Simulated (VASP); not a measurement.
# BaTiO3 (Amm2) in VASP: notebook

The runs below take BaTiO3 through single point, with r2SCAN, PBE.

All numbers are computed with VASP 6.6.1; they aren't measurements. Logs are shortened: lines on timing, memory, paths and dates and some standing lists are left out, and cuts for length are marked.

## 1. The cell of the first run

The structure is orthorhombic, space group Amm2 (No. 38). Conventional cell: a = 3.963 Å, b = 5.716 Å, c = 5.749 Å, α = 90.00°, β = 90.00°, γ = 90.00°. Ba (site symmetry mm2) has 12 O at 2.77 to 2.98 Å and 8 Ti at 3.42 to 3.56 Å within 3.7 Å. Within 2.5 Å of Ti (site symmetry mm2) lie 6 O at 1.85 to 2.21 Å. O (site symmetry m) has 2 Ti at 1.85 to 2.21 Å within 2.5 Å. Within 2.6 Å of O (site symmetry mm2) lie 2 Ti at 1.99 Å.

## 2. Single point, r2SCAN

POSCAR

```
BaTiO3
1.0
    3.9632862608      0.0000000000      0.0000000000
    0.0000000000      2.8577671911      2.8743146415
    0.0000000000     -2.8577671911      2.8743146415
Ba Ti O
1 1 3
Direct
    0.0000000000      0.0084292057      0.0084292057
    0.5000000000      0.5239174266      0.5239174266
    0.5000000000      0.9801215294      0.4940355483
    0.5000000000      0.4940355483      0.9801215294
    0.0000000000      0.4903762900      0.4903762900
```

INCAR.step1

```
SYSTEM = BaTiO3
ALGO = Normal ; EDIFF = 1E-4
ENCUT = 520 ; GGA = PE
ISMEAR = -1 ; LASPH = .True.
LCHARG = .False. ; LREAL = .False.
LWAVE = .True. ; NBANDS = 28
NELM = 80 ; PREC = Accurate
SIGMA = 0.05
```

INCAR.step2

```
SYSTEM = BaTiO3
ALGO = Normal ; EDIFF = 1E-7
ENCUT = 520 ; ISIF = 2
ISMEAR = -1 ; ISTART = 1
LASPH = .True. ; LCHARG = .True.
LELF = .True. ; LMIXTAU = .True.
LREAL = .False. ; LVHAR = .True.
LWAVE = .False. ; METAGGA = R2SCAN
NBANDS = 28 ; NELM = 80
PREC = Accurate ; SIGMA = 0.05
```

KPOINTS

```
k-points
0
Gamma
  7 7 7
  0 0 0
```

Potentials or basis: VASP PAW PBE potentials, release 64 (Ba_sv, Ti_sv, O).

Command:

```
$ cat potpaw_PBE.64/Ba_sv/POTCAR potpaw_PBE.64/Ti_sv/POTCAR potpaw_PBE.64/O/POTCAR > POTCAR
$ cp INCAR.step1 INCAR
$ mpirun -np 1 vasp_std > vasp.out
$ cp INCAR.step2 INCAR
$ mpirun -np 1 vasp_std > vasp.out
```

OUTCAR:

```text
SYSTEM = BaTiO3
   EDIFF = 1E-7
   ENCUT = 520
   ISIF = 2
   ISMEAR = -1
   ISTART = 1
   LASPH = .True.
   LREAL = .False.
   METAGGA = R2SCAN
   NELM = 80
   PREC = Accurate

 ion  position               nearest neighbor table
   1  0.000  0.008  0.008-   5 2.77   4 2.79   3 2.79   3 2.79   4 2.79   5 2.86   5 2.86   4 2.88
                             3 2.88   3 2.88   4 2.88   5 2.98   2 3.42   2 3.42   2 3.48   2 3.48
   2  0.500  0.524  0.524-   3 1.85   4 1.85   5 1.99   5 1.99   3 2.21   4 2.21   1 3.42   1 3.42
                             1 3.48   1 3.48   1 3.48   1 3.48   1 3.56   1 3.56
   3  0.500  0.980  0.494-   2 1.85   2 2.21   1 2.79   1 2.79   1 2.88   1 2.88
   4  0.500  0.494  0.980-   2 1.85   2 2.21   1 2.79   1 2.79   1 2.88   1 2.88
   5  0.000  0.490  0.490-   2 1.99   2 1.99   1 2.77   1 2.86   1 2.86   1 2.98

  LATTYP: Found a base centered orthorhombic cell.
 ALAT       =     5.7155343822
 B/A-ratio  =     1.0057903424
 C/A-ratio  =     0.6934235709

  Lattice vectors:

 A1 = (   0.0000000000,   2.8577671911,  -2.8743146415)
 A2 = (   0.0000000000,   2.8577671911,   2.8743146415)
 A3 = (   3.9632862608,   0.0000000000,   0.0000000000)

Analysis of symmetry for initial positions (statically):
=====================================================================
 Subroutine PRICEL returns:
 Original cell was already a primitive cell.

 Routine SETGRP: Setting up the symmetry group for a
 base centered orthorhombic supercell.

 Subroutine GETGRP returns: Found  4 space group operations
 (whereof  4 operations were pure point group operations)
 out of a pool of  8 trial point group operations.

The static configuration has the point symmetry C_2v.

Analysis of symmetry for dynamics (positions and initial velocities):
=====================================================================
 Subroutine PRICEL returns:
 Original cell was already a primitive cell.

 Routine SETGRP: Setting up the symmetry group for a
 base centered orthorhombic supercell.

 Subroutine GETGRP returns: Found  4 space group operations
 (whereof  4 operations were pure point group operations)
 out of a pool of  8 trial point group operations.

The dynamic configuration has the point symmetry C_2v.

 Subroutine INISYM returns: Found  4 space group operations
 (whereof  4 operations are pure point group operations),
 and found     1 'primitive' translations

----------------------------------------------------------------------------------------

                                     Primitive cell

  volume of cell :      65.1098

  direct lattice vectors                    reciprocal lattice vectors
     3.963286261  0.000000000  0.000000000     0.252315865  0.000000000  0.000000000
     0.000000000  2.857767191  2.874314641     0.000000000  0.174961768  0.173954512
     0.000000000 -2.857767191  2.874314641     0.000000000 -0.174961768  0.173954512

  length of vectors
     3.963286261  4.053210823  4.053210823     0.252315865  0.246722095  0.246722095

  position of ions in fractional coordinates (direct lattice)
     0.000000000  0.008429206  0.008429206
     0.500000000  0.523917427  0.523917427
     0.500000000  0.980121529  0.494035548
     0.500000000  0.494035548  0.980121529
     0.000000000  0.490376290  0.490376290

  ion indices of the primitive-cell ions
   primitive index   ion index
                 1           1
                 2           2
                 3           3
                 4           4
                 5           5

----------------------------------------------------------------------------------------

 KPOINTS: k-points

Automatic generation of k-mesh.
 Grid dimensions read from file:
 generate k-points for:    7    7    7

 Generating k-lattice:

  Cartesian coordinates                     Fractional coordinates (reciprocal lattice)
     0.036045124  0.000000000  0.000000000     0.142857143  0.000000000  0.000000000
     0.000000000  0.024994538  0.024850645     0.000000000  0.142857143  0.000000000
     0.000000000 -0.024994538  0.024850645     0.000000000  0.000000000  0.142857143

  Length of vectors
     0.036045124  0.035246014  0.035246014

  Shift w.r.t. Gamma in fractional coordinates (k-lattice)
     0.000000000  0.000000000  0.000000000

 Subroutine IBZKPT returns following result:
 ===========================================

 Found     64 irreducible k-points:

 Following reciprocal coordinates:
            Coordinates               Weight
  0.000000  0.000000  0.000000      1.000000
  0.142857  0.000000  0.000000      2.000000
  0.285714  0.000000  0.000000      2.000000
  0.428571  0.000000  0.000000      2.000000
  0.000000  0.142857 -0.000000      4.000000
  0.142857  0.142857 -0.000000      8.000000
[... 16 lines left out ...]
  0.285714  0.285714  0.142857      8.000000
  0.428571  0.285714  0.142857      8.000000
 [... further k-points ...]
   k-points           NKPTS =     64   k-points in BZ     NKDIM =     64   number of bands    NBANDS=     28
   number of dos      NEDOS =    301   number of ions     NIONS =      5
   total plane-waves  NPLWV =  27000
   dimension x,y,z NGX =    30 NGY =   30 NGZ =   30
   dimension x,y,z NGXF=    60 NGYF=   60 NGZF=   60
   ions per type =               1   1   3
   NGX,Y,Z   is equivalent  to a cutoff of  12.58, 12.30, 12.30 a.u.
   NGXF,Y,Z  is equivalent  to a cutoff of  25.17, 24.61, 24.61 a.u.
 SYSTEM =  BaTiO3
   PREC   = accura    normal or accurate (medium, high low for compatibility)
   ISTART =      1    job   : 0-new  1-cont  2-samecut
   ICHARG =      0    charge: 1-file 2-atom 10-const
   ISPIN  =      1    spin polarized calculation?
   LNONCOLLINEAR =      F non collinear calculations
   LSORBIT =      F    spin-orbit coupling
   LASPH  =      T    aspherical Exc in radial PAW
   ENCUT  =  520.0 eV  38.22 Ry    6.18 a.u.   7.37  7.54  7.54*2*pi/ulx,y,z
   NELM   =     80;   NELMIN=  2; NELMDL=  0     # of ELM steps
   EDIFF  = 0.1E-06   stopping-criterion for ELM
   LREAL  =      F    real-space projection
   EDIFFG = 0.1E-05   stopping-criterion for IOM
   NSW    =      0    number of steps for IOM
   IBRION =     -1    ionic relax: 0-MD 1-quasi-New 2-CG
   NFREE  =      0    steps in history (QN), initial steepest desc. (CG)
   ISIF   =      2    stress and relaxation
   ISYM   =      2    0-nonsym 1-usesym 2-fastsym
   POTIM  = 0.5000    time-step for ionic-motion
   TEBEG  =    0.0;   TEEND  =   0.0 temperature during run
   PSTRESS=    0.0 pullay stress
   NELECT =      40.0000    total number of electrons
   NUPDOWN=      -1.0000    fix difference up-down
   EMIN   =  10.00;   EMAX   =-10.00  energy-range for DOS
   EFERMI =   0.00;   METHOD = LEGACY
   ISMEAR =    -1;   SIGMA  =   0.05  broadening in eV -4-tet -1-fermi 0-gaus
   EFERMI_NEDOS =   21; number of points for ismear=-14 and -15
   IALGO  =     38    algorithm
   IMIX   =      4    mixing-type and parameters
     AMIX     =   0.40;   BMIX     =  1.00
     AMIX_MAG =   1.60;   BMIX_MAG =  1.00
  volume/ion in A,a.u.               =      13.02        87.88
  Fermi-wavevector in a.u.,A,eV,Ry     =   1.391701  2.629934 26.352198  1.936832
  Thomas-Fermi vector in A             =   2.515515
   LORBIT       =      0    0 simple, 1 ext, 2 COOP (PROOUT), +10 PAW based schemes
   METAGGA = R2SCAN    functional components
   LHFCALC =     F    Hartree Fock is set to
   AEXX    =    0.0000 exact exchange contribution
   IVDW    =     0    specifies the selected vdW correction
   LEPSILON=     F    determine dielectric tensor
   LRPA    =     F    only Hartree local field effects (RPA)
 non-spin polarized calculation
  energy-cutoff  :      520.00
  volume of cell :       65.11
 maximum number of plane-waves:      1777
 NGX is ok and might be reduce to    30
   NGX = 15   NGY = 15   NGZ = 15

 number of electron      39.9999992 magnetization

 Free energy of the ion-electron system (eV)
  ---------------------------------------------------
  ext. energy  EPLUGINS =         0.00000000
  ---------------------------------------------------
  free energy    TOTEN  =       -74.26653022 eV

  energy without entropy =      -74.26653022  energy(sigma->0) =      -74.26653022

 E-fermi :   4.5435     XC(G=0): -11.8104

 val. band max:        3.3252824660   @ k =   0.4286   0.4286   0.4286
 cond. band min:       6.0501243350   @ k =   0.0000   0.0000   0.0000
 fundamental gap:      2.7248418690
 Fermi energy:         4.5435204402

 k-point     1 :       0.0000    0.0000    0.0000
  band No.  band energies     occupation
      1     -55.1797      2.00000
      2     -30.4042      2.00000
      3     -30.4013      2.00000
      4     -30.3325      2.00000
      5     -22.1490      2.00000
      6     -14.4109      2.00000
[... 20 lines left out ...]
     27       9.1018      0.00000
     28      11.4607      0.00000

 k-point     2 :       0.1429    0.0000    0.0000
  band No.  band energies     occupation
      1     -55.1795      2.00000
      2     -30.4038      2.00000
      3     -30.4008      2.00000
      4     -30.3448      2.00000
      5     -22.1248      2.00000
      6     -14.4204      2.00000
[... 20 lines left out ...]
     27       9.4824      0.00000
     28      11.9536      0.00000

 k-point     3 :       0.2857    0.0000    0.0000
  band No.  band energies     occupation
      1     -55.1789      2.00000
      2     -30.4029      2.00000
      3     -30.3998      2.00000
      4     -30.3723      2.00000
      5     -22.0695      2.00000
      6     -14.5044      2.00000
[... 20 lines left out ...]
     27      10.3478      0.00000
     28      12.3022      0.00000

 k-point     4 :       0.4286    0.0000    0.0000
  band No.  band energies     occupation
      1     -55.1785      2.00000
      2     -30.4021      2.00000
      3     -30.3990      2.00000
      4     -30.3942      2.00000
      5     -22.0241      2.00000
      6     -14.6073      2.00000
[... 578 lines left out ...]
     27      10.9860      0.00000
     28      12.4213      0.00000

 k-point    23 :       0.2857    0.2857    0.1429
  band No.  band energies     occupation
      1     -55.1782      2.00000
      2     -30.4314      2.00000
      3     -30.4095      2.00000
      4     -30.3704      2.00000
      5     -22.0042      2.00000
      6     -14.2764      2.00000
[... 20 lines left out ...]
     27      11.6787      0.00000
     28      12.3919      0.00000

 k-point    24 :       0.4286    0.2857    0.1429
  band No.  band energies     occupation
      1     -55.1778      2.00000
      2     -30.4303      2.00000
      3     -30.4086      2.00000
      4     -30.3920      2.00000
      5     -21.9697      2.00000
      6     -14.2511      2.00000
[... 20 lines left out ...]
     27      12.3448      0.00000
     28      12.4733      0.00000

 [... further k-points ...]
[... 5 lines left out ...]
  --------------------------------------------------------------------------------------
  -------------------------------------------------------------------------------------
  Total        0.7567585      0.8270892      0.7637109      0.0000000      0.0000000      0.0000000
  in kB       18.6217845     20.3524331     18.7928643      0.0000000      0.0000000      0.0000000
  external PRESSURE =      19.2556940 kB  Pullay stress =       0.0000000 kB

 VOLUME and BASIS-vectors are now :
 -----------------------------------------------------------------------------
  energy-cutoff  :      520.00
  volume of cell :       65.11
      direct lattice vectors                 reciprocal lattice vectors
     3.963286261  0.000000000  0.000000000     0.252315865  0.000000000  0.000000000
     0.000000000  2.857767191  2.874314641     0.000000000  0.174961768  0.173954512
     0.000000000 -2.857767191  2.874314641     0.000000000 -0.174961768  0.173954512

 POSITION                                       TOTAL-FORCE (eV/Angst)
 -----------------------------------------------------------------------------------
      0.00000      0.00000      0.04846         0.000000      0.000000     -0.033571
      1.98164      0.00000      3.01181         0.000000      0.000000     -0.170279
      1.98164      1.38912      4.23719         0.000000      0.080949      0.094014
      1.98164     -1.38912      4.23719         0.000000     -0.080949      0.094014
      0.00000      0.00000      2.81899         0.000000      0.000000      0.015821
 -----------------------------------------------------------------------------------
    total drift:                                0.000000      0.000001      0.002501

  FREE ENERGIE OF THE ION-ELECTRON SYSTEM (eV)
  ---------------------------------------------------
  free  energy   TOTEN  =       -74.2665302183 eV

  energy  without entropy=      -74.2665302183  energy(sigma->0) =      -74.26653022
```

Wall time 9.8 min (1 thread of Intel Xeon 8259CL, shared host); peak memory 0.25 GiB.

What came out:

| Property | Result |
| --- | --- |
| Free energy | -74.2665 eV |
| Pressure | 1.9 GPa |
| Largest force | 0.170 eV/Å |
| Band gap on the k mesh | 2.72 eV (least direct gap 3.11 eV) |

Forces in eV/Å, atoms in the order of the input:
```
Ba   0.000  0.000 -0.034
Ti   0.000  0.000 -0.170
O    0.000  0.081  0.094
O    0.000 -0.081  0.094
O    0.000  0.000  0.016
```

Levels at points of the mesh, in eV from the valence-band top:
| k point | band 17 | band 18 | band 19 | band 20 | band 21 | band 22 | band 23 | band 24 |
| --- | --- | --- | --- | --- | --- | --- | --- | --- |
| (0.00, 0.00, 0.00) | -1.08 | -0.49 | -0.46 | -0.39 | 2.72 | 2.94 | 3.02 | 4.77 |

Caveat: the PAW data sets were made with another functional, which shifts forces and pressure a little; spin-orbit coupling is left out, which moves the levels of the heavy elements; an odd mesh through Γ misses points on the zone boundary, where band edges can lie. r2SCAN opens gaps a little over a GGA but as a rule still falls short of measured ones.

## 3. Single point, PBE

This run uses another cell than the first one, of 13.39 Å³/atom.

INCAR

```
PREC = Accurate
ENCUT = 910
EDIFF = 1E-6
ISMEAR = -1
SIGMA = 0.05
LREAL = False
LASPH = True
NELM = 120
ALGO = Normal
ISIF = 2
LWAVE = False
LCHARG = True
GGA = PE
LELF = True
LVHAR = True
NBANDS = 28
GGA_COMPAT = False
```

KPOINTS

```
regular mesh
0
Gamma
  7 7 7
```

POSCAR

```
BaTiO3
1.0
    3.9723006936      0.0000000000      0.0000000000
    0.0000000000      2.8904776442      2.9161221297
    0.0000000000     -2.8904776442      2.9161221297
Ba Ti O
1 1 3
Direct
    0.0000000000      0.0118194825      0.0118194825
    0.5000000000      0.5279237305      0.5279237305
    0.5000000000      0.9764774925      0.4933052379
    0.5000000000      0.4933052379      0.9764774925
    0.0000000000      0.4873540565      0.4873540565
```

Potentials or basis: VASP PAW PBE potentials, release 64 (Ba_sv, Ti_sv, O_h).

Command:

```
$ cat potpaw_PBE.64/Ba_sv/POTCAR potpaw_PBE.64/Ti_sv/POTCAR potpaw_PBE.64/O_h/POTCAR > POTCAR
$ mpirun -np 1 vasp_std > vasp.out
```

OUTCAR:

```text
PREC = Accurate
   ENCUT = 910
   EDIFF = 1E-6
   ISMEAR = -1
   LREAL = False
   LASPH = True
   NELM = 120
   ISIF = 2
   GGA = PE

 ion  position               nearest neighbor table
   1  0.000  0.012  0.012-   5 2.77   4 2.81   3 2.81   3 2.81   4 2.81   5 2.89   5 2.89   4 2.92
                             3 2.92   3 2.92   4 2.92   5 3.06   2 3.45   2 3.45   2 3.51   2 3.51
   2  0.500  0.528  0.528-   3 1.85   4 1.85   5 2.00   5 2.00   1 3.45   1 3.45   1 3.51   1 3.51
                             1 3.51   1 3.51   1 3.61   1 3.61
   3  0.500  0.976  0.493-   2 1.85   1 2.81   1 2.81   1 2.92   1 2.92
[... 952 lines left out ...]
  -------------------------------------------------------------------------------------
  Total        0.4975956      0.5051548      0.4998709      0.0000000      0.0000000      0.0000000
  in kB       11.9052825     12.0861415     11.9597191      0.0000000      0.0000000      0.0000000
  external PRESSURE =      11.9837143 kB  Pullay stress =       0.0000000 kB

 VOLUME and BASIS-vectors are now :
 -----------------------------------------------------------------------------
  energy-cutoff  :      910.00
  volume of cell :       66.96
      direct lattice vectors                 reciprocal lattice vectors
     3.972300694  0.000000000  0.000000000     0.251743279  0.000000000  0.000000000
     0.000000000  2.890477644  2.916122130     0.000000000  0.172981791  0.171460583
     0.000000000 -2.890477644  2.916122130     0.000000000 -0.172981791  0.171460583

 POSITION                                       TOTAL-FORCE (eV/Angst)
 -----------------------------------------------------------------------------------
      0.00000      0.00000      0.06893         0.000000     -0.000000     -0.051255
      1.98615      0.00000      3.07898         0.000000     -0.000000     -0.046873
      1.98615      1.39660      4.28607         0.000000      0.015097      0.039209
      1.98615     -1.39660      4.28607         0.000000     -0.015097      0.039209
      0.00000      0.00000      2.84237         0.000000     -0.000000      0.019710
 -----------------------------------------------------------------------------------
    total drift:                                0.000000     -0.000001     -0.000022

  FREE ENERGIE OF THE ION-ELECTRON SYSTEM (eV)
  ---------------------------------------------------
  free  energy   TOTEN  =       -40.0802744872 eV

  energy  without entropy=      -40.0802744872  energy(sigma->0) =      -40.08027449
```

It took 3.5 min on 1 thread of Intel Xeon Platinum 8259CL at 2.50GHz (Skylake/Cascade Lake), shared host; peak memory 0.43 GiB.

What came out:

* Free energy: -40.0803 eV
* Pressure: 1.2 GPa
* Largest force: 0.051 eV/Å
* Band gap on the k mesh: 2.44 eV (least direct gap 2.90 eV)

Forces on the atoms (eV/Å):
```
Ba   0.000  0.000 -0.051
Ti   0.000  0.000 -0.047
O    0.000  0.015  0.039
O    0.000 -0.015  0.039
O    0.000  0.000  0.020
```

Levels at points of the mesh, in eV from the valence-band top:
```csv
k point,band 16,band 17,band 18,band 19,band 20,band 21,band 22,band 23,band 24,band 25
"(0.00, 0.00, 0.00)",-1.31,-1.04,-0.63,-0.55,-0.46,2.44,2.75,2.78,4.47,4.53
```

Caveat: the cutoff is under 1.25 times the usual one of these potentials, so pressure, stress and relaxed cells hold a basis-set (Pulay) error; spin-orbit coupling is left out, which moves the levels of the heavy elements; an odd mesh through Γ misses points on the zone boundary, where band edges can lie.

[end of part 1 of 2]
